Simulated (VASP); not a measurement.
SmSi4, 5 atoms in the cell. It takes space group I4/mmm (No. 139, tetragonal). Conventional cell: a = 8.660 Å, b = 8.660 Å, c = 3.318 Å, α = 90.00°, β = 90.00°, γ = 90.00°. Within 3.9 Å of Sm (site symmetry 4/mmm) lie 4 Si at 2.99 Å and 2 Sm at 3.32 Å. Within 3.4 Å of Si (site symmetry m2m) lie 7 Si at 2.52 to 3.32 Å and 1 Sm at 2.99 Å. 

```yaml
Program: VASP 6.6.1
Task: single point
Functional: PBE
Potentials_or_basis: VASP PAW PBE potentials, release 64 (Sm_3, Si), 4f in core
Cutoff: 500 eV
k_mesh: 10 × 10 × 10
Occupations: gaussian, width 0.1 eV
Spin: no spin polarisation
Dipole_correction: no
Mended: yes
Further_INCAR_settings: ALGO = Normal; EDIFF = 1e-06; NBANDS = 22
```

Potentials or basis: VASP PAW PBE potentials, release 64 (Sm_3, Si), 4f in core.

Command:

```bash
$ cat potpaw_PBE.64/Sm_3/POTCAR potpaw_PBE.64/Si/POTCAR > POTCAR
$ mpirun -np 1 vasp_std > vasp.out
```

Hardware: 1 thread of Intel(R) Xeon(R) 6975P-C (Granite Rapids) (shared host).

Question: How long does it take, and how much memory?

Answer: Run time: 2.7 min on 1 thread of Intel(R) Xeon(R) 6975P-C (Granite Rapids), on a shared host, peak memory 0.47 GiB. Counts: scf iterations 13, k points 102.
